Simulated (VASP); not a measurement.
# NiO in VASP: settings compared, part 2 of 2

VASP 6.6.1. The steps go on from the part before.

## (4) Relaxation of cell and atoms, RPBE+D4, collinear spin, ferromagnetic start

This run uses another cell than the first one, of 9.08 Å³/atom.

File INCAR:

```
SYSTEM = NiO
ALGO = Normal
EDIFF = 1E-6
EDIFFG = -0.02
ENCUT = 600
GGA = RP
IBRION = 2
ISIF = 3
ISMEAR = -1
ISPIN = 2
IVDW = 13
LASPH = .True.
LCHARG = .False.
LMAXMIX = 4
LORBIT = 11
LREAL = .False.
LWAVE = .False.
MAGMOM = 1 0
NELM = 150
NSW = 80
PREC = Accurate
SIGMA = 0.05
```

File KPOINTS:

```
k-points
0
Gamma
  11 11 11
  0 0 0
```

File POSCAR:

```
NiO
1.0
    0.0000000000      2.0859016414      2.0859016414
    2.0859016414      0.0000000000      2.0859016414
    2.0859016414      2.0859016414      0.0000000000
Ni O
1 1
Direct
    0.0000000000      0.0000000000      0.0000000000
    0.5000000000      0.5000000000      0.5000000000
```

Potentials or basis: VASP PAW PBE potentials, release 64 (Ni, O).

Command:

```
$ cat potpaw_PBE.64/Ni/POTCAR potpaw_PBE.64/O/POTCAR > POTCAR
$ mpirun -np 1 vasp_std > vasp.out
```

OUTCAR:

```text
SYSTEM = NiO
   EDIFF = 1E-6
   EDIFFG = -0.02
   ENCUT = 600
   GGA = RP
   IBRION = 2
   ISIF = 3
   ISMEAR = -1
   ISPIN = 2
   IVDW = 13
   LASPH = .True.
   LORBIT = 11
   LREAL = .False.
   NELM = 150
   NSW = 80
   PREC = Accurate

 ion  position               nearest neighbor table
   1  0.000  0.000  0.000-   2 2.09   2 2.09   2 2.09   2 2.09   2 2.09   2 2.09
   2  0.500  0.500  0.500-   1 2.09   1 2.09   1 2.09   1 2.09   1 2.09   1 2.09

  LATTYP: Found a face centered cubic cell.
 ALAT       =     4.1718032828

  Lattice vectors:

 A1 = (   0.0000000000,   2.0859016414,   2.0859016414)
 A2 = (   2.0859016414,   0.0000000000,   2.0859016414)
 A3 = (   2.0859016414,   2.0859016414,   0.0000000000)

Analysis of symmetry for initial positions (statically):
=====================================================================
 Subroutine PRICEL returns:
 Original cell was already a primitive cell.

 Routine SETGRP: Setting up the symmetry group for a
 face centered cubic supercell.

 Subroutine GETGRP returns: Found 48 space group operations
 (whereof 48 operations were pure point group operations)
 out of a pool of 48 trial point group operations.

The static configuration has the point symmetry O_h .

Analysis of symmetry for dynamics (positions and initial velocities):
=====================================================================
 Subroutine PRICEL returns:
 Original cell was already a primitive cell.

 Routine SETGRP: Setting up the symmetry group for a
 face centered cubic supercell.

 Subroutine GETGRP returns: Found 48 space group operations
 (whereof 48 operations were pure point group operations)
 out of a pool of 48 trial point group operations.
[... 379 lines left out ...]
 fundamental gap:      0.0125003324
 Fermi energy:         7.5405867409

 spin component 1

 k-point     1 :       0.0000    0.0000    0.0000
  band No.  band energies     occupation
      1     -12.5363      1.00000
      2       4.3165      1.00000
      3       4.3165      1.00000
      4       4.7377      1.00000
      5       4.7377      1.00000
      6       4.7377      1.00000
      7       4.8861      1.00000
      8       4.8861      1.00000
      9       4.8861      1.00000
     10       8.9528      0.00000
     11      25.3727      0.00000
     12      26.2531      0.00000
     13      26.2532      0.00000
[... 356 lines left out ...]
      2       1.2079      1.00000
      3       2.2148      1.00000
      4       2.9506      1.00000
      5       4.8928      1.00000
      6       5.1879      1.00000
      7       5.8491      1.00000
      8       5.9324      1.00000
      9       7.3190      0.98826
     10      12.6570      0.00000
     11      19.6531      0.00000
     12      20.5207      0.00000
     13      23.6739      0.00000

 [... further k-points ...]

 spin component 2

 k-point     1 :       0.0000    0.0000    0.0000
  band No.  band energies     occupation
      1     -12.0579      1.00000
      2       5.2955      1.00000
      3       5.2955      1.00000
      4       5.2956      1.00000
      5       5.7459      1.00000
      6       5.7460      1.00000
      7       5.7463      1.00000
      8       7.1329      0.99971
      9       7.1336      0.99971
     10       9.3118      0.00000
     11      25.2619      0.00000
     12      26.4415      0.00000
     13      26.4416      0.00000
[... 401 lines left out ...]
  FREE ENERGIE OF THE ION-ELECTRON SYSTEM (eV)
  ---------------------------------------------------
  free  energy   TOTEN  =       -12.0723789167 eV

  energy  without entropy=      -12.0653364943  energy(sigma->0) =      -12.06885771

 reached required accuracy - stopping structural energy minimisation

 total charge

# of ion       s       p       d       tot
------------------------------------------
    1        0.319   0.377   8.203   8.899
    2        1.558   3.425   0.000   4.983
--------------------------------------------------
tot          1.876   3.802   8.203  13.882

 magnetization (x)

# of ion       s       p       d       tot
------------------------------------------
    1        0.011   0.013   1.508   1.532
    2        0.027   0.264   0.000   0.291
--------------------------------------------------
tot          0.038   0.277   1.508   1.823
```

Wall time 1.8 min (1 thread of Intel Xeon 6975P-C (Granite Rapids), shared host); peak memory 0.17 GiB.

What came out:

```
Free energy                                           : -12.0724 eV
Relaxed volume                                        : 9.43 Å³/atom
Relaxed cell                                          : a = 2.988 Å, b = 2.988 Å, c = 2.988 Å, α = 60.00°, β = 60.00°, γ = 60.00°
Space group after relaxing (to 0.1 Å)                 : Fm-3m (No. 225)
Energy gained by relaxing                             : 75.8 meV/atom
Ionic steps                                           : 15
Pressure after relaxing                               : -0.2 GPa
Net moment                                            : 1.87 μB per cell
Site moments                                          : Ni +1.53; O +0.29 μB
Valence electrons inside the program's atomic spheres : Ni 8.90; O 4.98
Dispersion energy per atom                            : -0.725 eV
```

Step by step:
```
step  energy change (eV)  largest force (eV/Å)  pressure (GPa)  volume (Å³)
   1              0.0000                0.0000            3.31        18.15
   2             -0.0135                0.0000           59.52        18.65
   3             -0.0743                0.0000          -13.82        20.20
   4             -0.0998                0.0000          -11.67        19.88
   5             -0.1376                0.0000           -7.51        19.26
   6             -0.1497                0.0000           -4.86        18.95
   7             -0.1466                0.0000           37.44        18.80
   8             -0.1503                0.0000           -4.61        18.93
   9             -0.1516                0.0000           -0.52        18.87
  10             -0.1515                0.0000            2.49        18.85
  11             -0.1405                0.0000           -7.09        19.19
  12             -0.1501                0.0000           -4.67        18.94
  13             -0.1515                0.0000           -2.36        18.88
  14             -0.1516                0.0000           -0.48        18.87
  15             -0.1516                0.0000           -0.20        18.86
```

Final structure:
```yaml
crystal:
  lattice:
    - [0.00000, 2.11286, 2.11286]
    - [2.11286, 0.00000, 2.11286]
    - [2.11286, 2.11286, 0.00000]
  atoms:
    - { symbol: Ni, position: [0.00000, 0.00000, 0.00000] }
    - { symbol: O, position: [0.50000, 0.50000, 0.50000] }
```

Levels at points of the mesh, in eV from the Fermi level:
Spin up:
```tsv
k point	band 5	band 6	band 7	band 8	band 9	band 10	band 11	band 12	band 13
(0.00, 0.00, 0.00)	-2.80	-2.80	-2.65	-2.65	-2.65	1.41	17.83	18.71	18.71
```
Spin down:
```
           k point  band 3  band 4  band 5  band 6  band 7  band 8  band 9  band 10  band 11  band 12
(0.00, 0.00, 0.00)   -2.25   -2.24   -1.79   -1.79   -1.79   -0.41   -0.41     1.77    17.72    18.90
```

Caveat: the PAW data sets were made with another functional, which shifts forces and pressure a little; a cell with one magnetic atom can't hold antiferromagnetic order, which such compounds often take; semilocal functionals often make such compounds metallic where correlation or magnetic order opens a gap, which also shifts bond lengths. Zero-point motion and thermal expansion aren't in these numbers.

## (5) Single point, PBE, collinear spin, ferromagnetic start

This run uses another cell than the first one, of 9.08 Å³/atom.

File INCAR:

```
  PREC = Accurate
  ENCUT = 520
  EDIFF = 1E-6
  ISMEAR = 0
  SIGMA = 0.026000000000000002
  LREAL = F
  LASPH = T
  NELM = 150
  ALGO = Normal
  ISIF = 2
  LWAVE = F
  LCHARG = T
  ISPIN = 2
  MAGMOM = 1 0
  LORBIT = 11
  LMAXMIX = 4
  GGA = PE
  LELF = T
  LVHAR = T
  NBANDS = 19
```

File KPOINTS:

```
Automatic mesh
0
Gamma
  11 11 11
```

POSCAR is that of step 4.

Command:

```
$ cat potpaw_PBE.64/Ni/POTCAR potpaw_PBE.64/O/POTCAR > POTCAR
$ mpirun -np 1 vasp_std > vasp.out
```

Wall time 53 s (1 thread of Intel Xeon 8259CL, shared host); peak memory 0.17 GiB.

The run converged. Its results:

- Free energy: -11.4673 eV
- Pressure: 5.9 GPa
- Net moment: 1.77 μB per cell
- Site moments: Ni +1.45; O +0.27 μB
- Valence electrons inside the program's atomic spheres: Ni 8.99; O 4.98

Levels at points of the mesh, in eV from the Fermi level:
Spin up:
```tsv
k point	band 7	band 8	band 9	band 10	band 11	band 12
(0.00, 0.00, 0.00)	-2.65	-2.65	-2.65	1.59	17.90	18.98
```
Spin down:
| k point | band 3 | band 4 | band 5 | band 6 | band 7 | band 8 | band 9 | band 10 | band 11 | band 12 |
| --- | --- | --- | --- | --- | --- | --- | --- | --- | --- | --- |
| (0.00, 0.00, 0.00) | -2.45 | -2.45 | -1.83 | -1.83 | -1.83 | -0.58 | -0.58 | 1.94 | 17.83 | 19.19 |

Caveat: the cell stands under pressure; a cell with one magnetic atom can't hold antiferromagnetic order, which such compounds often take; semilocal functionals often make such compounds metallic where correlation or magnetic order opens a gap, which also shifts bond lengths. With open d or f shells a metallic result of PBE can be an artefact of self-interaction; +U or a hybrid may open a gap.

## (6) Summary

| task | level | cell | k mesh | cutoff (eV) | smearing | gap on the mesh (eV) | pressure (GPa) | moment (μB) | relaxed volume (Å³/atom) |
| --- | --- | --- | --- | --- | --- | --- | --- | --- | --- |
| single point | PBE | a = 3.009, b = 3.009, c = 2.950 Å, angles 60.7, 60.7, 58.7°, 2 atoms | 9 × 9 × 9 | 520 | fermi-dirac 0.05 eV | none | -1.0 | 1.80 | - |
| relaxation of cell and atoms | revPBE+D3(BJ) | relaxed from a = 2.950 Å, angles 60.0°, 2 atoms | 11 × 11 × 11 | 600 | fermi-dirac 0.05 eV | none | 0.1 | 1.81 | 9.24 |
| relaxation of cell and atoms | RPBE+D4 | relaxed from a = 2.950 Å, angles 60.0°, 2 atoms | 11 × 11 × 11 | 600 | fermi-dirac 0.05 eV | none | -0.2 | 1.87 | 9.43 |
| single point | PBE | a = 2.950 Å, angles 60.0°, 2 atoms | 11 × 11 × 11 | 520 | gaussian 0.026 eV | none | 5.9 | 1.77 | - |

Alike in all rows: potentials or basis VASP PAW PBE potentials, release 64 (Ni, O); spin collinear, ferromagnetic start.

Caveats: a cell with one magnetic atom can't hold antiferromagnetic order, which such compounds often take; semilocal functionals often make such compounds metallic where correlation or magnetic order opens a gap, which also shifts bond lengths; the PAW data sets were made with another functional, which shifts forces and pressure a little (at least some runs); the cell stands under pressure (at least some runs).

Total energies depend on the potentials used, so only differences within one code and one set of settings carry meaning.
